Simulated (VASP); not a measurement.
The system is SiC (Moissanite).

```
Si C
1.0
     3.01321    0.00000    0.00000
    -1.50660    2.60951    0.00000
     0.00000    0.00000    4.94495
Si C
2 2
Direct
  0.66667 0.33333 0.50000
  0.33333 0.66667 0.00000
  0.66667 0.33333 0.88500
  0.33333 0.66667 0.38500
```

Base run:

| Property | Result |
| --- | --- |
| Program | VASP 6.6.1 |
| Functional | PBE |
| Dispersion | D4 |
| Potentials or basis | VASP PAW PBE potentials, release 64 (Si, C) |
| Cutoff | 520 eV |
| k mesh | 10 × 10 × 5 |
| Occupations | fermi-dirac, width 0.05 eV |
| Spin | no spin polarisation |

Its results: band gap on the k mesh 2.37 eV, indirect (least direct gap 4.20 eV); pressure 14.6 GPa; largest force 0.846 eV/Å.

**Question.** The run is repeated on the same cell with these changes: functional from PBE to RPBE. What comes out?

**Answer.** Band gap on the k mesh 2.41 eV, indirect (least direct gap 4.23 eV); pressure 11.2 GPa; largest force 0.858 eV/Å.

Caveats: the PAW data sets were made with another functional, which shifts forces and pressure a little (some runs).

A k mesh can miss the band edges.
